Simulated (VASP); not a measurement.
# Hf4N4F in VASP: single point with PBEsol

Aim: the single point of Hf4N4F with PBEsol.

Program: VASP 6.6.1. These are calculated values, not measurements. Logs are shortened: lines on timing, memory, paths and dates and some standing lists are left out, and cuts for length are marked.

## Step 1: The cell of the first run

The cell holds a slab with vacuum, 9 atoms: a = 3.183 Å, b = 3.183 Å, c = 25.752 Å, α = 90.00°, β = 90.00°, γ = 90.00°.

## Step 2: Single point, PBEsol

The input, INCAR:

```
SYSTEM = Hf4N4F
PREC = Accurate
ENCUT = 520
EDIFF = 1E-7
ISMEAR = 0
SIGMA = 0.1
LREAL = .FALSE.
LASPH = .TRUE.
NELM = 100
ALGO = Normal
ISIF = 2
LWAVE = .FALSE.
LCHARG = .TRUE.
LDIPOL = .TRUE.
IDIPOL = 3
DIPOL = 0.5 0.5 0.481
GGA = PS
LELF = .TRUE.
LVHAR = .TRUE.
LVACPOTAV = .TRUE.
NBANDS = 44
```

The input, KPOINTS:

```
regular mesh
0
G
  9 9 1
  0 0 0
```

The input, POSCAR:

```
Hf4N4F
1.0
    3.1830776025      0.0000000000      0.0000000000
    0.0000000000      3.1830776025      0.0000000000
    0.0000000000      0.0000000000     25.7523272733
Hf N F
4 4 1
Direct
    0.5000000000      0.5000000000      0.3300672560
    0.0000000000      0.0000000000      0.4174681241
    0.5000000000      0.5000000000      0.5047187382
    0.0000000000      0.0000000000      0.5887746983
    0.0000000000      0.0000000000      0.3300672560
    0.5000000000      0.5000000000      0.4174681241
    0.0000000000      0.0000000000      0.5058135832
    0.5000000000      0.5000000000      0.5949915594
    1.0000000000      1.0000000000      0.6406504358
```

Potentials or basis: VASP PAW PBE potentials, release 64 (Hf_pv, N, F).

The run is started by

```sh
> cat potpaw_PBE.64/Hf_pv/POTCAR potpaw_PBE.64/N/POTCAR potpaw_PBE.64/F/POTCAR > POTCAR
> mpirun -np 1 vasp_std > vasp.out
```

OUTCAR:

```text
SYSTEM = Hf4N4F
   PREC = Accurate
   ENCUT = 520
   EDIFF = 1E-7
   ISMEAR = 0
   LREAL = .FALSE.
   LASPH = .TRUE.
   NELM = 100
   ISIF = 2
   GGA = PS

 ion  position               nearest neighbor table
   1  0.500  0.500  0.330-   5 2.25   5 2.25   5 2.25   5 2.25   6 2.25   2 3.18   2 3.18   2 3.18
                             2 3.18
   2  0.000  0.000  0.417-   6 2.25   6 2.25   6 2.25   6 2.25   5 2.25   7 2.28   3 3.18   3 3.18
                             3 3.18   3 3.18   1 3.18   1 3.18   1 3.18   1 3.18
   3  0.500  0.500  0.505-   6 2.25   7 2.25   7 2.25   7 2.25   7 2.25   8 2.32   4 3.12   4 3.12
                             4 3.12   4 3.12   2 3.18   2 3.18   2 3.18   2 3.18
   4  0.000  0.000  0.589-   9 1.34   7 2.14   8 2.26   8 2.26   8 2.26   8 2.26   3 3.12   3 3.12
                             3 3.12   3 3.12
   5  0.000  0.000  0.330-   1 2.25   1 2.25   1 2.25   1 2.25   2 2.25
   6  0.500  0.500  0.417-   3 2.25   2 2.25   2 2.25   2 2.25   2 2.25   1 2.25
   7  0.000  0.000  0.506-   4 2.14   3 2.25   3 2.25   3 2.25   3 2.25   2 2.28
   8  0.500  0.500  0.595-   4 2.26   4 2.26   4 2.26   4 2.26   3 2.32
   9  0.000  0.000  0.641-   4 1.34

 -----------------------------------------------------------------------------
|                                                                             |
|           W    W    AA    RRRRR   N    N  II  N    N   GGGG   !!!           |
|           W    W   A  A   R    R  NN   N  II  NN   N  G    G  !!!           |
|           W    W  A    A  R    R  N N  N  II  N N  N  G       !!!           |
|           W WW W  AAAAAA  RRRRR   N  N N  II  N  N N  G  GGG   !            |
|           WW  WW  A    A  R   R   N   NN  II  N   NN  G    G                |
|           W    W  A    A  R    R  N    N  II  N    N   GGGG   !!!           |
|                                                                             |
|     The distance between some ions is very small. Please check the          |
|     nearest-neighbor list in the OUTCAR file.                               |
|     I HOPE YOU KNOW WHAT YOU ARE DOING!                                     |
|                                                                             |
 -----------------------------------------------------------------------------

  LATTYP: Found a simple tetragonal cell.
 ALAT       =     3.1830776025
 C/A-ratio  =     8.0903862517

  Lattice vectors:

 A1 = (   3.1830776025,   0.0000000000,   0.0000000000)
 A2 = (   0.0000000000,   3.1830776025,   0.0000000000)
 A3 = (   0.0000000000,   0.0000000000,  25.7523272733)

Analysis of symmetry for initial positions (statically):
=====================================================================
 Subroutine PRICEL returns:
 Original cell was already a primitive cell.

 Routine SETGRP: Setting up the symmetry group for a
 simple tetragonal supercell.

 Subroutine GETGRP returns: Found  8 space group operations
 (whereof  8 operations were pure point group operations)
 out of a pool of 16 trial point group operations.

The static configuration has the point symmetry C_4v.

Analysis of symmetry for dynamics (positions and initial velocities):
=====================================================================
 Subroutine PRICEL returns:
 Original cell was already a primitive cell.

 Routine SETGRP: Setting up the symmetry group for a
 simple tetragonal supercell.

 Subroutine GETGRP returns: Found  8 space group operations
 (whereof  8 operations were pure point group operations)
 out of a pool of 16 trial point group operations.

The dynamic configuration has the point symmetry C_4v.

 Subroutine INISYM returns: Found  8 space group operations
 (whereof  8 operations are pure point group operations),
 and found     1 'primitive' translations

----------------------------------------------------------------------------------------

                                     Primitive cell

  volume of cell :     260.9221

  direct lattice vectors                    reciprocal lattice vectors
     3.183077603  0.000000000  0.000000000     0.314161364  0.000000000  0.000000000
     0.000000000  3.183077603  0.000000000     0.000000000  0.314161364  0.000000000
     0.000000000  0.000000000 25.752327273     0.000000000  0.000000000  0.038831442

  length of vectors
[... 45 lines left out ...]

 Subroutine IBZKPT returns following result:
 ===========================================

 Found     15 irreducible k-points:

 Following reciprocal coordinates:
            Coordinates               Weight
  0.000000  0.000000  0.000000      1.000000
  0.111111  0.000000  0.000000      4.000000
  0.222222  0.000000  0.000000      4.000000
  0.333333  0.000000  0.000000      4.000000
  0.444444  0.000000  0.000000      4.000000
  0.111111  0.111111  0.000000      4.000000
  0.222222  0.111111  0.000000      8.000000
  0.333333  0.111111  0.000000      8.000000
  0.444444  0.111111  0.000000      8.000000
  0.222222  0.222222  0.000000      4.000000
  0.333333  0.222222  0.000000      8.000000
  0.444444  0.222222  0.000000      8.000000
  0.333333  0.333333  0.000000      4.000000
  0.444444  0.333333  0.000000      8.000000
  0.444444  0.444444  0.000000      4.000000
   k-points           NKPTS =     15   k-points in BZ     NKDIM =     15   number of bands    NBANDS=     44
   number of dos      NEDOS =    301   number of ions     NIONS =      9
   total plane-waves  NPLWV = 110592
   dimension x,y,z NGX =    24 NGY =   24 NGZ =  192
   dimension x,y,z NGXF=    48 NGYF=   48 NGZF=  384
   ions per type =               4   4   1
   NGX,Y,Z   is equivalent  to a cutoff of  12.53, 12.53, 12.39 a.u.
   NGXF,Y,Z  is equivalent  to a cutoff of  25.07, 25.07, 24.79 a.u.
 SYSTEM =  Hf4N4F
   PREC   = accura    normal or accurate (medium, high low for compatibility)
   ISTART =      0    job   : 0-new  1-cont  2-samecut
   ICHARG =      2    charge: 1-file 2-atom 10-const
   ISPIN  =      1    spin polarized calculation?
   LNONCOLLINEAR =      F non collinear calculations
   LSORBIT =      F    spin-orbit coupling
   LASPH  =      T    aspherical Exc in radial PAW
   ENCUT  =  520.0 eV  38.22 Ry    6.18 a.u.   5.92  5.92 47.88*2*pi/ulx,y,z
   NELM   =    100;   NELMIN=  2; NELMDL= -5     # of ELM steps
   EDIFF  = 0.1E-06   stopping-criterion for ELM
   LREAL  =      F    real-space projection
   EDIFFG = 0.1E-05   stopping-criterion for IOM
   NSW    =      0    number of steps for IOM
   IBRION =     -1    ionic relax: 0-MD 1-quasi-New 2-CG
   NFREE  =      0    steps in history (QN), initial steepest desc. (CG)
   ISIF   =      2    stress and relaxation
   ISYM   =      2    0-nonsym 1-usesym 2-fastsym
   POTIM  = 0.5000    time-step for ionic-motion
   TEBEG  =    0.0;   TEEND  =   0.0 temperature during run
   PSTRESS=    0.0 pullay stress
   NELECT =      67.0000    total number of electrons
   NUPDOWN=      -1.0000    fix difference up-down
   EMIN   =  10.00;   EMAX   =-10.00  energy-range for DOS
   EFERMI =   0.00;   METHOD = LEGACY
   ISMEAR =     0;   SIGMA  =   0.10  broadening in eV -4-tet -1-fermi 0-gaus
   EFERMI_NEDOS =   21; number of points for ismear=-14 and -15
   IALGO  =     38    algorithm
   IMIX   =      4    mixing-type and parameters
     AMIX     =   0.40;   BMIX     =  1.00
     AMIX_MAG =   1.60;   BMIX_MAG =  1.00
  volume/ion in A,a.u.               =      28.99       195.64
  Fermi-wavevector in a.u.,A,eV,Ry     =   1.040550  1.966354 14.731619  1.082743
  Thomas-Fermi vector in A             =   2.175130
   LORBIT       =      0    0 simple, 1 ext, 2 COOP (PROOUT), +10 PAW based schemes
   GGA     = PS    functional components
   LHFCALC =     F    Hartree Fock is set to
   AEXX    =    0.0000 exact exchange contribution
   IVDW    =     0    specifies the selected vdW correction
   LEPSILON=     F    determine dielectric tensor
   LRPA    =     F    only Hartree local field effects (RPA)
 non-spin polarized calculation
 Gauss-broadening in eV      SIGMA  =   0.10
  energy-cutoff  :      520.00
  volume of cell :      260.92
 maximum number of plane-waves:      7094
 NGX is ok and might be reduce to    24
   NGX = 11   NGY = 11   NGZ = 95

 dipolmoment           0.000000      0.000000     -0.120459 electrons x Angstroem

 number of electron      66.9999971 magnetization

 dipolmoment           0.000000      0.000000      0.029914 electrons x Angstroem

 Free energy of the ion-electron system (eV)
  ---------------------------------------------------
  ext. energy  EPLUGINS =         0.00000000
  ---------------------------------------------------
  free energy    TOTEN  =       -81.76505980 eV

  energy without entropy =      -81.74962336  energy(sigma->0) =      -81.75734158

 E-fermi :   1.0456     XC(G=0):  -5.4992

 val. band max:        0.9991719477   @ k =   0.0000   0.0000   0.0000
 cond. band min:       1.0558315893   @ k =   0.4444   0.2222   0.0000
 fundamental gap:      0.0566596416
 Fermi energy:         1.0455944781

 k-point     1 :       0.0000    0.0000    0.0000
  band No.  band energies     occupation
      1     -37.7021      2.00000
      2     -30.9778      2.00000
      3     -30.4685      2.00000
      4     -30.4492      2.00000
      5     -30.4492      2.00000
      6     -30.1673      2.00000
[... 694 lines left out ...]
     43       6.5950      0.00000
     44       6.6171      0.00000

------------------------ aborting loop because EDIFF is reached ----------------------------------------

  FORCE on cell =-STRESS in cart. coord.  units (eV):
  Direction    XX          YY          ZZ          XY          YZ          ZX
  --------------------------------------------------------------------------------------
  -------------------------------------------------------------------------------------
  Total       -2.7743541     -2.7743541    118.0166442      0.0000000      0.0000000      0.0000000
  in kB      -17.0357610    -17.0357610    724.6743794      0.0000000      0.0000000      0.0000000
  external PRESSURE =     230.2009525 kB  Pullay stress =       0.0000000 kB

 VOLUME and BASIS-vectors are now :
 -----------------------------------------------------------------------------
  energy-cutoff  :      520.00
  volume of cell :      260.92
      direct lattice vectors                 reciprocal lattice vectors
     3.183077603  0.000000000  0.000000000     0.314161364  0.000000000  0.000000000
     0.000000000  3.183077603  0.000000000     0.000000000  0.314161364  0.000000000
     0.000000000  0.000000000 25.752327273     0.000000000  0.000000000  0.038831442

 POSITION                                       TOTAL-FORCE (eV/Angst)
 -----------------------------------------------------------------------------------
      1.59154      1.59154      8.50000        -0.000000     -0.000000      1.934699
      0.00000      0.00000     10.75078        -0.000000     -0.000000      0.247606
      1.59154      1.59154     12.99768        -0.000000     -0.000000     -1.197071
      0.00000      0.00000     15.16232        -0.000000     -0.000000    -75.401119
      0.00000      0.00000      8.50000        -0.000000     -0.000000     -1.039234
      1.59154      1.59154     10.75078        -0.000000      0.000000     -1.097062
      0.00000      0.00000     13.02588        -0.000000     -0.000000     -3.420803
      1.59154      1.59154     15.32242         0.000000      0.000000     -3.119260
      0.00000      0.00000     16.49824        -0.000000     -0.000000     83.092245
 -----------------------------------------------------------------------------------
    total drift:                                0.000000     -0.000000     -0.000039

  FREE ENERGIE OF THE ION-ELECTRON SYSTEM (eV)
  ---------------------------------------------------
  free  energy   TOTEN  =       -81.7650598010 eV

  energy  without entropy=      -81.7496233562  energy(sigma->0) =      -81.75734158

 vacuum level on the upper side and lower side of the slab         4.441         3.906
```

It took 19 min on 1 thread of Intel Xeon 8259CL, shared host; peak memory 0.42 GiB.

What came out:

* Free energy: -81.7651 eV
* Largest force: 83.092 eV/Å
* Band gap on the k mesh: zero (an odd number of electrons rules out a gap without spin polarisation)

Forces in eV/Å, atoms in the order of the input:
```
Hf    0.000   0.000   1.935
Hf    0.000   0.000   0.248
Hf    0.000   0.000  -1.197
Hf    0.000   0.000 -75.401
N     0.000   0.000  -1.039
N     0.000   0.000  -1.097
N     0.000   0.000  -3.421
N     0.000   0.000  -3.119
F     0.000   0.000  83.092
```

Levels at points of the mesh, in eV from the Fermi level:
```csv
k point,band 31,band 32,band 33,band 34,band 35,band 36,band 37,band 38
"(0.00, 0.00, 0.00)",-2.89,-2.70,-2.03,-2.03,-1.48,-0.52,-0.05,0.62
```

Caveat: atoms lie so close that the PAW spheres overlap strongly, which falsifies energies and pressures; the PAW data sets were made with another functional, which shifts forces and pressure a little; spin-orbit coupling is left out, which moves the levels of the heavy elements; an odd number of electrons without spin polarisation forces a metal; a magnetic or distorted state may lie lower.
